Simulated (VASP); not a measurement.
Set up this calculation in VASP 6.6.1, as the native input.

| Property | Result |
| --- | --- |
| Task | single point |
| Functional | r2SCAN |
| Potentials or basis | VASP PAW PBE potentials, release 64 (Ti_sv) |
| Cutoff | 520 eV |
| k mesh | 12 × 12 × 12 |
| Occupations | fermi-dirac, width 0.1 eV |
| Spin | no spin polarisation |
| Dipole correction | no |
| Further INCAR settings | ALGO = Normal; EDIFF = 1e-06; NBANDS = 12 |

Crystal: Ti.

```
Ti
1.0
     0.00000    1.95994    1.95994
     1.95994    0.00000    1.95994
     1.95994    1.95994    0.00000
Ti
1
Direct
  0.00000 0.00000 0.00000
```

One way to write it, as run:

POSCAR

```
Ti
1.0
    0.0000000000      1.9599434507      1.9599434507
    1.9599434507      0.0000000000      1.9599434507
    1.9599434507      1.9599434507      0.0000000000
Ti
1
Direct
    0.0000000000      0.0000000000      0.0000000000
```

INCAR.step1

```
PREC     = Accurate       # precision mode
ENCUT    = 520            # plane-wave cutoff, eV
ISMEAR   = -1             # smearing method
SIGMA    = 0.1            # smearing width, eV
LREAL    = False          # projectors in reciprocal space
LASPH    = True           # aspherical terms in the spheres
NELM     = 100            # most SCF steps
NBANDS   = 12             # bands
GGA      = PE             # functional
ALGO     = Normal         # electronic algorithm
EDIFF    = 1E-4           # SCF threshold, eV
LWAVE    = True           # write WAVECAR
LCHARG   = False          # write CHGCAR
```

INCAR.step2

```
PREC     = Accurate       # precision mode
ENCUT    = 520            # plane-wave cutoff, eV
EDIFF    = 1E-6           # SCF threshold, eV
ISMEAR   = -1             # smearing method
SIGMA    = 0.1            # smearing width, eV
LREAL    = False          # projectors in reciprocal space
LASPH    = True           # aspherical terms in the spheres
NELM     = 100            # most SCF steps
ALGO     = Normal         # electronic algorithm
ISIF     = 2              # what is computed and relaxed
LWAVE    = False          # write WAVECAR
LCHARG   = False          # write CHGCAR
METAGGA  = R2SCAN         # meta-GGA
LMIXTAU  = True         
NBANDS   = 12             # bands
ISTART   = 1
```

KPOINTS

```
regular mesh
0
Gamma
  12 12 12
```

Potentials or basis: VASP PAW PBE potentials, release 64 (Ti_sv).

Command:

```sh
$ cat potpaw_PBE.64/Ti_sv/POTCAR > POTCAR
$ cp INCAR.step1 INCAR
$ mpirun -np 1 vasp_std > vasp.out
$ cp INCAR.step2 INCAR
$ mpirun -np 1 vasp_std > vasp.out
```

Results of the run:

```json
{
 "Pressure": "20.7 GPa",
 "Band gap on the k mesh": "zero (band 6 reaches 10.95 eV, above the bottom of band 7 at 9.39 eV)"
}
```

Caveat: the PAW data sets were made with another functional, which shifts forces and pressure a little.

Wall time 85 s on 1 thread of AMD EPYC 7R43 64-Core Processor (Zen 3), on a shared host, peak memory 0.11 GiB.
